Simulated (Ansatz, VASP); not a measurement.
**One calculation of Ge, two programs**

The input INCAR:

```
SYSTEM = Ge
PREC = Accurate
ENCUT = 520
EDIFF = 1E-7
ISMEAR = 0
SIGMA = 0.15
LREAL = .FALSE.
LASPH = .TRUE.
NELM = 80
ALGO = Normal
ISIF = 2
LWAVE = .FALSE.
LCHARG = .TRUE.
GGA = PE
LELF = .TRUE.
LVHAR = .TRUE.
NBANDS = 21
```

File KPOINTS:

```
Automatic mesh
0
G
  16 16 16
  0 0 0
```

File POSCAR:

```
Ge
1.0
    0.0000000000      2.5918897254      3.3694566430
    2.5918897254      0.0000000000      3.3694566430
    2.5918897254      2.5918897254      0.0000000000
Ge
2
Direct
    0.5000000000      0.5000000000      0.5000000000
    0.7500000000      0.7500000000      0.7500000000
```

Input for Ansatz:

```yaml
crystal:
  lattice:
    - [0.0, 2.5918897254, 3.369456643]
    - [2.5918897254, 0.0, 3.369456643]
    - [2.5918897254, 2.5918897254, 0.0]
  atoms:
    - { symbol: Ge, position: [0.5, 0.5, 0.5] }
    - { symbol: Ge, position: [0.75, 0.75, 0.75] }
basis:
  ecutwfc: 420
kpoints:
  mp_grid: { grid: [16, 16, 16] }
hamiltonian:
  xc: pbe
scf:
  occupations: { method: gaussian, width: 0.15 }
output:
  forces: true
  stress: true
  eigenvalues: true
```

Alike in both runs: task single point; functional PBE; k mesh 16 × 16 × 16; occupations gaussian, width 0.15 eV; no spin polarisation.

```csv
,VASP,Ansatz
version,VASP 6.6.1,Ansatz 0.2.0
potentials or method,"VASP PAW PBE potentials, release 64 (Ge_d), cutoff 520 eV","scalar-relativistic, plane waves, PAW"
valence electrons in the cell,28,28
```

VASP gave:

| Quantity | Value |
| --- | --- |
| gap on the k mesh at the Fermi level (eV) | none |
| pressure (GPa) | 4.0 |
| traceless stress, the component that is largest in VASP (GPa) | -11.91 |

Problem. What did Ansatz give for the same quantities?

Solution. gap on the k mesh at the Fermi level (eV): none; pressure (GPa): 4.0; traceless stress, the component that is largest in VASP (GPa): -11.88.

A gap of «none» marks a metal or a gap that the smearing closes. With one functional, cell and mesh, what is left measures potentials, basis and numerics.
